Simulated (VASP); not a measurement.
# NiO (Fm-3m) in VASP: further runs

The runs below take NiO through vibrations by perturbation theory, single point, with PBE, PBE+U.

Program: VASP 6.6.1. These are calculated values, not measurements. Logs are shortened: lines on timing, memory, paths and dates and some standing lists are left out, and cuts for length are marked.

### 1 The cell of the first run

The structure is cubic, space group Fm-3m (No. 225). The conventional cell has a = 4.172 Å, b = 4.172 Å, c = 4.172 Å, α = 90.00°, β = 90.00°, γ = 90.00°. Ni (site symmetry m-3m) has 6 O at 2.09 Å within 2.8 Å. Within 2.8 Å of O (site symmetry m-3m) lie 6 Ni at 2.09 Å.

### 2 Vibrations by perturbation theory, PBE, collinear spin, ferromagnetic start

Contents of INCAR:

```
SYSTEM = NiO
ALGO = Normal ; EDIFF = 1E-8
ENCUT = 600 ; GGA = PE
GGA_COMPAT = .False. ; IBRION = 8
ISIF = 2 ; ISMEAR = -1
ISPIN = 2 ; LASPH = .True.
LCHARG = .True. ; LMAXMIX = 4
LORBIT = 11 ; LREAL = .False.
LWAVE = .False. ; MAGMOM = 1 0
NELM = 200 ; NSW = 1
PREC = Accurate ; SIGMA = 0.05
```

Contents of KPOINTS:

```
k-points
0
Gamma
  10 10 10
  0 0 0
```

Contents of POSCAR:

```
NiO
1.0
    0.0000000000      2.0859016414      2.0859016414
    2.0859016414      0.0000000000      2.0859016414
    2.0859016414      2.0859016414      0.0000000000
Ni O
1 1
Direct
    0.0000000000      0.0000000000      0.0000000000
    0.5000000000      0.5000000000      0.5000000000
```

Potentials or basis: VASP PAW PBE potentials, release 64 (Ni_sv_GW, O).

The run is started by

```console
> cat potpaw_PBE.64/Ni_sv_GW/POTCAR potpaw_PBE.64/O/POTCAR > POTCAR
> mpirun -np 1 vasp_std > vasp.out
```

OUTCAR:

```text
SYSTEM = NiO
   EDIFF = 1E-8
   ENCUT = 600
   GGA = PE
   IBRION = 8
   ISIF = 2
   ISMEAR = -1
   ISPIN = 2
   LASPH = .True.
   LORBIT = 11
   LREAL = .False.
   NELM = 200
   NSW = 1
   PREC = Accurate

 ion  position               nearest neighbor table
   1  0.000  0.000  0.000-   2 2.09   2 2.09   2 2.09   2 2.09   2 2.09   2 2.09
   2  0.500  0.500  0.500-   1 2.09   1 2.09   1 2.09   1 2.09   1 2.09   1 2.09

  LATTYP: Found a face centered cubic cell.
 ALAT       =     4.1718032828

  Lattice vectors:

 A1 = (   0.0000000000,   2.0859016414,   2.0859016414)
 A2 = (   2.0859016414,   0.0000000000,   2.0859016414)
 A3 = (   2.0859016414,   2.0859016414,   0.0000000000)

Analysis of symmetry for initial positions (statically):
=====================================================================
 Subroutine PRICEL returns:
 Original cell was already a primitive cell.

 Routine SETGRP: Setting up the symmetry group for a
 face centered cubic supercell.

 Subroutine GETGRP returns: Found 48 space group operations
 (whereof 48 operations were pure point group operations)
 out of a pool of 48 trial point group operations.

The static configuration has the point symmetry O_h .

Analysis of symmetry for dynamics (positions and initial velocities):
=====================================================================
 Subroutine PRICEL returns:
 Original cell was already a primitive cell.

 Routine SETGRP: Setting up the symmetry group for a
 face centered cubic supercell.

 Subroutine GETGRP returns: Found 48 space group operations
 (whereof 48 operations were pure point group operations)
 out of a pool of 48 trial point group operations.

The dynamic configuration has the point symmetry O_h .

Analysis of structural, dynamic, and magnetic symmetry:
=====================================================================
 Subroutine PRICEL returns:
 Original cell was already a primitive cell.

 Routine SETGRP: Setting up the symmetry group for a
[... 1152 lines left out ...]
      2.08590      2.08590      2.08590        -0.000000      0.000000     -0.000000
 -----------------------------------------------------------------------------------
    total drift:                                0.000000     -0.000000     -0.000000

  FREE ENERGIE OF THE ION-ELECTRON SYSTEM (eV)
  ---------------------------------------------------
  free  energy   TOTEN  =       -12.4156935119 eV

  energy  without entropy=      -12.4053469512  energy(sigma->0) =      -12.41052023

[... ionic steps 2 to 3 ...]

--------------------------------------- Ionic step        4  -------------------------------------------

------------------------ aborting loop because EDIFF is reached ----------------------------------------

[... ionic steps 5 to 6 ...]

--------------------------------------- Ionic step        7  -------------------------------------------

 Free energy of the ion-electron system (eV)
  ---------------------------------------------------
  ---------------------------------------------------
  free energy    TOTEN  =        -0.35696226 eV

  energy without entropy =       -0.35696225

------------------------ aborting loop because EDIFF is reached ----------------------------------------

 INTERNAL STRAIN TENSOR  FOR ION    2  DIRECTION 1   (eV/Angst):
 -----------------------------------------------------------------------------
    -0.04513 -0.00000  0.00000
     0.00000  0.01890  0.00000
    -0.00000 -0.00000  0.01890

 INTERNAL STRAIN TENSOR FOR ION    2 for displacements in x,y,z  (eV/Angst):
          X           Y           Z          XY          YZ          ZX
  --------------------------------------------------------------------------------
  x     0.00000     0.00000     0.00000     0.00000     0.00000     0.00000
  y     0.00000     0.00000     0.00000     0.00000     0.00000     0.00000
  z     0.00000     0.00000     0.00000     0.00000     0.00000     0.00000

 SECOND DERIVATIVES (NOT SYMMETRIZED)
 ------------------------------------
               1X          1Y          1Z          2X          2Y          2Z
  1X    -2.892809    0.000000    0.000000    2.892809    0.000000    0.000000
  1Y     0.000000   -2.892809    0.000000    0.000000    2.892809    0.000000
  1Z     0.000000    0.000000   -2.892809    0.000000    0.000000    2.892809
  2X     2.839191    0.000000    0.000000   -2.839191    0.000000    0.000000
  2Y     0.000000    2.839191    0.000000    0.000000   -2.839191    0.000000
  2Z     0.000000    0.000000    2.839191    0.000000    0.000000   -2.839191

 Eigenvectors and eigenvalues of the dynamical matrix
 ----------------------------------------------------

   1 f  =    7.444185 THz    46.773191 2PiTHz  248.311267 cm-1    30.786660 meV
             X         Y         Z           dx          dy          dz
      0.000000  0.000000  0.000000    -0.466255    0.000000    0.000000
      2.085902  2.085902  2.085902     0.884651    0.000000    0.000000
[... 21 lines left out ...]
   6 f/i=    0.028723 THz     0.180470 2PiTHz    0.958085 cm-1     0.118787 meV
             X         Y         Z           dx          dy          dz
      0.000000  0.000000  0.000000     0.000000    0.000000    0.884651
      2.085902  2.085902  2.085902     0.000000    0.000000    0.466255

--------------------------------------------------------------------------------------------------------

 ELASTIC MODULI CONTR FROM IONIC RELAXATION (kBar)
 Direction    XX          YY          ZZ          XY          YZ          ZX
 --------------------------------------------------------------------------------
 XX           0.0000      0.0000      0.0000      0.0000      0.0000      0.0000
 YY           0.0000      0.0000      0.0000      0.0000      0.0000      0.0000
 ZZ           0.0000      0.0000      0.0000      0.0000      0.0000      0.0000
 XY           0.0000      0.0000      0.0000      0.0000      0.0000      0.0000
 YZ           0.0000      0.0000      0.0000      0.0000      0.0000      0.0000
 ZX           0.0000      0.0000      0.0000      0.0000      0.0000      0.0000
 --------------------------------------------------------------------------------

 total charge

# of ion       s       p       d       f       tot
--------------------------------------------------
    1        2.153   6.222   7.788   0.009  16.173
    2        1.553   3.430   0.000   0.000   4.983
--------------------------------------------------
tot          3.706   9.652   7.788   0.009  21.155

 magnetization (x)

# of ion       s       p       d       f       tot
--------------------------------------------------
    1        0.009   0.012   1.419   0.001   1.441
    2        0.028   0.230   0.000   0.000   0.258
--------------------------------------------------
tot          0.037   0.242   1.419   0.001   1.699
```

It took 5 min on 1 thread of Intel Xeon 6975P-C (Granite Rapids), shared host; peak memory 0.33 GiB.

What came out:

```yaml
Net_moment: 1.74 μB per cell
Site_moments: Ni +1.44; O +0.26 μB
Valence_electrons_inside_the_program's_atomic_spheres: Ni 16.17; O 4.98
Highest_phonon_frequency_at_Γ_LO-TO_splitting_left_out: 248 cm⁻¹
```

Phonon frequencies in cm⁻¹ (negative: imaginary):
```tsv
q point	frequencies
(0.000, 0.000, 0.000)	-1 -1 -1 248 248 248
```

Caveat: the cell stands under pressure or tension, which shifts response properties; a cell with one magnetic atom can't hold antiferromagnetic order, which such compounds often take.

### 3 Single point, PBE+U, collinear spin, ferromagnetic start

Contents of INCAR:

```
ALGO = Normal ; EDIFF = 1E-7
ENCUT = 520 ; GGA = PE
ISIF = 2 ; ISMEAR = -1
ISPIN = 2 ; LASPH = True
LCHARG = False ; LDAU = True
LDAUJ = 0 0 ; LDAUL = 2 -1
LDAUPRINT = 1 ; LDAUTYPE = 2
LDAUU = 6 0 ; LMAXMIX = 4
LORBIT = 11 ; LREAL = False
LWAVE = False ; MAGMOM = 1 0
NBANDS = 19 ; NELM = 150
PREC = Accurate ; SIGMA = 0.05
```

Contents of KPOINTS:

```
k-points
0
Gamma
  11 11 11
```

POSCAR is that of step 2.

Potentials or basis: VASP PAW PBE potentials, release 64 (Ni, O).

The run is started by

```console
> cat potpaw_PBE.64/Ni/POTCAR potpaw_PBE.64/O/POTCAR > POTCAR
> mpirun -np 1 vasp_std > vasp.out
```

Run time: 71 s. Hardware: 1 thread of Intel Xeon 8259CL, shared host; peak memory 0.17 GiB.

It converged, with:

| Property | Result |
| --- | --- |
| Free energy | -10.1880 eV |
| Pressure | 3.7 GPa |
| Band gap on the k mesh | 2.43 eV (least direct gap 3.07 eV) |
| Net moment | 2.00 μB per cell |
| Site moments | Ni +1.82; O +0.18 μB |
| Valence electrons inside the program's atomic spheres | Ni 9.00; O 5.03 |

Levels at points of the mesh, in eV from the valence-band top:
Spin up:
| k point | band 6 | band 7 | band 8 | band 9 | band 10 | band 11 | band 12 | band 13 |
| --- | --- | --- | --- | --- | --- | --- | --- | --- |
| (0.00, 0.00, 0.00) | -4.92 | -1.45 | -1.45 | -1.45 | 2.75 | 18.00 | 18.00 | 18.00 |
Spin down:
| k point | band 5 | band 6 | band 7 | band 8 | band 9 | band 10 |
| --- | --- | --- | --- | --- | --- | --- |
| (0.00, 0.00, 0.00) | -1.10 | -1.10 | -1.10 | 2.43 | 2.43 | 3.10 |

Eigenvalues of the final occupation matrices:
| site | spin | trace | eigenvalues |
| --- | --- | --- | --- |
| site 1 d | 1 | 5.02 | 0.98 0.98 0.98 1.04 1.04 |
| site 1 d | 2 | 3.23 | 0.14 0.14 0.98 0.98 0.98 |

Caveat: the cell stands under pressure; an odd mesh through Γ misses points on the zone boundary, where band edges can lie; a cell with one magnetic atom can't hold antiferromagnetic order, which such compounds often take. The state reached can hang on the start; a lower one may exist.
